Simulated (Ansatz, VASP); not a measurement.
**Two plane-wave programs on NbTe**

Contents of POSCAR:

```
NbTe
1.0
    3.4257000000      0.0000000000      0.0000000000
    0.0000000000      3.4257000000      0.0000000000
    0.0000000000      0.0000000000      3.4257000000
Nb Te
1 1
Direct
    0.5000000000      0.5000000000      0.5000000000
    0.0000000000      0.0000000000      0.0000000000
```

Contents of INCAR.step1:

```
SYSTEM = NbTe
ALGO = Normal
EDIFF = 1E-5
ENCUT = 520
GGA = PE
ISIF = 2
ISMEAR = -1
LASPH = .TRUE.
LREAL = .FALSE.
LWAVE = .TRUE.
NBANDS = 16
NELM = 80
PREC = Accurate
SIGMA = 0.05
```

Contents of INCAR.step2:

```
SYSTEM = NbTe
AEXX = 0.1
ALGO = Normal
EDIFF = 1E-6
ENCUT = 520
ISIF = 2
ISMEAR = -1
ISTART = 1
LASPH = .TRUE.
LCHARG = .TRUE.
LELF = .TRUE.
LHFCALC = .TRUE.
LMIXTAU = .TRUE.
LREAL = .FALSE.
LVHAR = .TRUE.
LWAVE = .FALSE.
METAGGA = R2SCAN
NBANDS = 16
NELM = 80
PREC = Accurate
PRECFOCK = Normal
SIGMA = 0.05
```

File KPOINTS:

```
k-points
0
G
  4 4 4
  0 0 0
```

input

```
crystal:
  lattice:
    - [3.4257, 0.0, 0.0]
    - [0.0, 3.4257, 0.0]
    - [0.0, 0.0, 3.4257]
  atoms:
    - { symbol: Nb, position: [0.5, 0.5, 0.5] }
    - { symbol: Te, position: [0.0, 0.0, 0.0] }
hamiltonian:
  xc: r2scanh
  pseudopotentials: { kind: paw }
kpoints:
  mp_grid: { grid: [4, 4, 4] }
scf:
  occupations: { method: fermi_dirac, width: 0.05 }
output:
  forces: true
  stress: true
  eigenvalues: true
  write_density: true
  write_potential: true
  elf: true
  volumetric_format: npy
```

Alike in both runs: task single point; functional r2SCANh; k mesh 4 × 4 × 4; occupations fermi-dirac, width 0.05 eV; no spin polarisation.

|  | VASP | Ansatz |
| --- | --- | --- |
| version | VASP 6.6.1 | Ansatz 0.2.0 |
| potentials or method | VASP PAW PBE potentials, release 64 (Nb_sv, Te) | Ansatz PAW |
| plane-wave cutoff (eV) | 520 | 500 |
| valence electrons in the cell | 19 | 29 |

```tsv
	VASP	Ansatz	Ansatz less VASP
gap on the k mesh at the Fermi level (eV)	none	none	-
pressure (GPa)	-3.0	-2.6	+0.37
```

VASP's potentials were made for PBE, not for r2SCANh. A gap of «none» marks a metal or a gap that the smearing closes. VASP's potentials hold 19 valence electrons a cell and Ansatz's 29, so a difference there can come from the potentials and not from the codes.

The k mesh is coarse, so the values compare programs but aren't converged. Spin-orbit coupling is off throughout.
